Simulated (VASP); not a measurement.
A run of VASP 6.6.1 is set up as follows.

Contents of INCAR:

```
PREC     = Accurate       # precision mode
ENCUT    = 520            # plane-wave cutoff, eV
EDIFF    = 1E-6           # SCF threshold, eV
ISMEAR   = 0              # smearing method
SIGMA    = 0.1            # smearing width, eV
LREAL    = F              # projectors in reciprocal space
LASPH    = T              # aspherical terms in the spheres
NELM     = 60             # most SCF steps
ALGO     = Normal         # electronic algorithm
ISIF     = 2              # what is computed and relaxed
LWAVE    = F              # write WAVECAR
LCHARG   = F              # write CHGCAR
GGA      = PE             # functional
IVDW     = 12             # dispersion correction
IBRION   = 2              # ionic algorithm
NSW      = 60             # ionic steps
EDIFFG   = -0.01          # ionic threshold
```

KPOINTS

```
regular mesh
0
Gamma
  12 12 8
```

File POSCAR:

```
TiTe2
1.0
    3.7770000000      0.0000000000      0.0000000000
   -1.8885000000      3.2709779501      0.0000000000
    0.0000000000      0.0000000000      6.4980000000
Ti Te
1 2
Direct
    0.0000000000      0.0000000000      0.0000000000
    0.6666666667      0.3333333333      0.2628000000
    0.3333333333      0.6666666667      0.7372000000
```

Potentials or basis: VASP PAW PBE potentials, release 64 (Ti_sv, Te).

Run with:

```console
$ cat potpaw_PBE.64/Ti_sv/POTCAR potpaw_PBE.64/Te/POTCAR > POTCAR
$ mpirun -np 1 vasp_std > vasp.out
```

Task: Estimate the dispersion energy per atom.

Result: -0.492 eV.

Task: Predict the energy gained by relaxing.

Result: 0.1 meV/atom.

Step by step:
```
step  energy change (eV)  largest force (eV/Å)  pressure (GPa)
   1              0.0000                0.0468           -2.03
   2             -0.0002                0.0255           -2.09
   3             -0.0002                0.0001           -2.20
```
